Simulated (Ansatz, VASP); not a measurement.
# One calculation of K, two programs

File POSCAR:

```
K
1.0
   -2.7216681391      2.7216681391      2.7216681391
    2.7216681391     -2.7216681391      2.7216681391
    2.7216681391      2.7216681391     -2.7216681391
K
1
Direct
    0.0000000000      0.0000000000      0.0000000000
```

Contents of INCAR.step1:

```
ALGO = Normal
EDIFF = 1E-4
ENCUT = 520
GGA = PE
ISMEAR = 0
LASPH = T
LCHARG = F
LREAL = F
LWAVE = T
NBANDS = 10
NELM = 80
PREC = Accurate
SIGMA = 0.1
```

The input INCAR.step2:

```
ALGO = Normal
EDIFF = 1E-7
ENCUT = 520
ISIF = 2
ISMEAR = 0
ISTART = 1
LASPH = T
LCHARG = T
LELF = T
LMIXTAU = T
LREAL = F
LVHAR = T
LWAVE = F
METAGGA = R2SCAN
NBANDS = 10
NELM = 80
PREC = Accurate
SIGMA = 0.1
```

KPOINTS

```
k-points
0
Gamma
  12 12 12
```

Input for Ansatz:

```yaml
crystal:
  lattice:
    - [-2.7216681391, 2.7216681391, 2.7216681391]
    - [2.7216681391, -2.7216681391, 2.7216681391]
    - [2.7216681391, 2.7216681391, -2.7216681391]
  atoms:
    - { symbol: K, position: [0.0, 0.0, 0.0] }
basis:
  ecutwfc: 500
kpoints:
  mp_grid: { grid: [12, 12, 12] }
hamiltonian:
  xc: r2scan
scf:
  occupations: { method: gaussian, width: 0.1 }
output:
  forces: true
  stress: true
  eigenvalues: true
```

Alike in both runs: task single point; functional r2SCAN; k mesh 12 × 12 × 12; occupations gaussian, width 0.1 eV; no spin polarisation.

|  | VASP | Ansatz |
| --- | --- | --- |
| version | VASP 6.6.1 | Ansatz 0.2.0 |
| potentials or method | VASP PAW PBE potentials, release 64 (K_sv), cutoff 520 eV | scalar-relativistic, plane waves, PAW |
| valence electrons in the cell | 9 | 9 |

|  | VASP | Ansatz | Ansatz less VASP |
| --- | --- | --- | --- |
| gap on the k mesh at the Fermi level (eV) | none | none | - |
| pressure (GPa) | -0.2 | -0.2 | +0.02 |

VASP's potentials were made for PBE, not for r2SCAN. A gap of «none» marks a metal or a gap that the smearing closes.
